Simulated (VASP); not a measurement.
Here is a VASP 6.6.1 calculation.

Contents of INCAR:

```
SYSTEM = Mo
PREC = Accurate
ENCUT = 520
EDIFF = 1E-7
ISMEAR = 0
SIGMA = 0.15
LREAL = .False.
LASPH = .True.
NELM = 60
ALGO = Fast
ISIF = 2
LWAVE = .False.
LCHARG = .True.
GGA = PE
LELF = .True.
LVHAR = .True.
NBANDS = 13
```

Contents of KPOINTS:

```
regular mesh
0
Gamma
  22 22 22
  0 0 0
```

File POSCAR:

```
Mo
1.0
   -1.5081600000      1.5081600000      1.4453200000
    1.5081600000     -1.5081600000      1.4453200000
    1.5081600000      1.5081600000     -1.4453200000
Mo
1
Direct
    0.0000000000      0.0000000000      0.0000000000
```

Potentials or basis: VASP PAW PBE potentials, release 64 (Mo_sv).

Run with:

```sh
$ cat potpaw_PBE.64/Mo_sv/POTCAR > POTCAR
$ mpirun -np 1 vasp_std > vasp.out
```

Estimate the band gap on the k mesh.

zero (band 7 reaches 20.59 eV, above the bottom of band 8 at 13.89 eV).

What does it give for the pressure?

70.6 GPa.

Stress tensor (GPa, compression positive):
```
64.05  0.00  0.00
 0.00 64.05  0.00
 0.00  0.00 83.84
```

Caveat: the cell differs from its parent crystal (strain -0.040 along x and y, -0.080 along z).
